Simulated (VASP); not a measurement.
A run of VASP 6.6.1 is set up as follows.

File INCAR:

```
ALGO     = Normal         # electronic algorithm
EDIFF    = 1E-7           # SCF threshold, eV
EDIFFG   = -0.03          # ionic threshold
ENCUT    = 520            # plane-wave cutoff, eV
GGA      = PE             # functional
IBRION   = 2              # ionic algorithm
ISIF     = 2              # what is computed and relaxed
ISMEAR   = 0              # smearing method
ISPIN    = 2              # spin polarisation
LASPH    = T              # aspherical terms in the spheres
LCHARG   = F              # write CHGCAR
LORBIT   = 11             # projections on sites
LREAL    = F              # projectors in reciprocal space
LUSENCCL = F            
LWAVE    = F              # write WAVECAR
MAGMOM   = 0.4 0.4 0.4 0.4 0.4 0.4 # initial moments
NELM     = 150            # most SCF steps
NSW      = 60             # ionic steps
PREC     = Accurate       # precision mode
SIGMA    = 0.05           # smearing width, eV
```

Contents of KPOINTS:

```
k-points
0
Gamma
  1 1 1
```

File POSCAR:

```
GaP
1.0
   12.4000000000      0.0000000000      0.0000000000
    0.0000000000     13.3000000000      0.0000000000
    0.0000000000      0.0000000000      9.9000000000
Ga P
3 3
Direct
    0.3448014794      0.4232611660      0.5311351820
    0.6588265419      0.4188541349      0.5241940165
    0.4895263514      0.6780814050      0.5459933699
    0.5092782472      0.3222953760      0.4646522883
    0.3551169856      0.5870268435      0.4608044840
    0.6706123427      0.5869393913      0.4721324161
```

Potentials or basis: VASP PAW PBE potentials, release 64 (Ga_d, P).

Run with:

```sh
$ cat potpaw_PBE.64/Ga_d/POTCAR potpaw_PBE.64/P/POTCAR > POTCAR
$ mpirun -np 1 vasp_gam > vasp.out
```

(1) Estimate the energy gained by relaxing.

(2) What does it give for the net moment?

Results:

(1) 434.9 meV/atom.

(2) 0.00 μB per cell.

Caveat: semilocal functionals underestimate gaps, and a narrow one can read as zero.
